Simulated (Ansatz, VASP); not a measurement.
**WS2 in VASP and in Ansatz**

File INCAR:

```
SYSTEM = WS2
PREC = Accurate
ENCUT = 520
EDIFF = 1E-6
ISMEAR = 0
SIGMA = 0.05
LREAL = .False.
LASPH = .True.
NELM = 100
ALGO = Normal
ISIF = 2
LWAVE = .False.
LCHARG = .True.
GGA = PE
IVDW = 12
LELF = .True.
LVHAR = .True.
NBANDS = 35
```

The input KPOINTS:

```
regular mesh
0
Gamma
  12 12 4
  0 0 0
```

The input POSCAR:

```
WS2
1.0
    3.1542061832      0.0000000000      0.0000000000
   -1.5771030916      2.7316226834      0.0000000000
    0.0000000000      0.0000000000     12.1399091344
W S
2 4
Direct
    0.3333333333      0.6666666667      0.2500000000
    0.6666666667      0.3333333333      0.7500000000
    0.3058771255      0.6117542511      0.5955755389
    0.6666666667      0.3333333333      0.1202874207
    0.3333333333      0.6666666667      0.8797125793
    0.6666666667      0.3333333333      0.3797125793
```

Input for Ansatz:

```yaml
crystal:
  lattice:
    - [3.1542061832, 0.0, 0.0]
    - [-1.5771030916, 2.7316226834, 0.0]
    - [0.0, 0.0, 12.1399091344]
  atoms:
    - { symbol: W, position: [0.3333333333, 0.6666666667, 0.25] }
    - { symbol: W, position: [0.6666666667, 0.3333333333, 0.75] }
    - { symbol: S, position: [0.3058771255, 0.6117542511, 0.5955755389] }
    - { symbol: S, position: [0.6666666667, 0.3333333333, 0.1202874207] }
    - { symbol: S, position: [0.3333333333, 0.6666666667, 0.8797125793] }
    - { symbol: S, position: [0.6666666667, 0.3333333333, 0.3797125793] }
basis:
  ecutwfc: 420
kpoints:
  mp_grid: { grid: [12, 12, 4] }
hamiltonian:
  xc: pbe
  dispersion: d3bj
scf:
  occupations: { method: gaussian, width: 0.05 }
output:
  forces: true
  stress: true
  eigenvalues: true
```

Alike in both runs: task single point; functional PBE; dispersion D3(BJ); k mesh 12 × 12 × 4; occupations gaussian, width 0.05 eV; no spin polarisation.

|  | VASP | Ansatz |
| --- | --- | --- |
| version | VASP 6.6.1 | Ansatz 0.2.0 |
| potentials or method | VASP PAW PBE potentials, release 64 (W_sv, S), cutoff 520 eV | scalar-relativistic, plane waves, PAW |
| valence electrons in the cell | 52 | 52 |

```tsv
	VASP	Ansatz	Ansatz less VASP
gap on the k mesh at the Fermi level (eV)	0.61	0.59	-0.015
least direct gap on the mesh (eV)	1.64	1.63	-0.009
pressure (GPa)	-5.5	-5.5	+0.04
traceless stress, the component that is largest in VASP (GPa)	-4.85	-4.86	-0.008
rms of the force components (eV/Å)	1.186	1.185	-0.0011
```

Atom by atom the forces differ by 0.001 eV/Å (rms over components).

Neither program's run includes spin-orbit coupling.
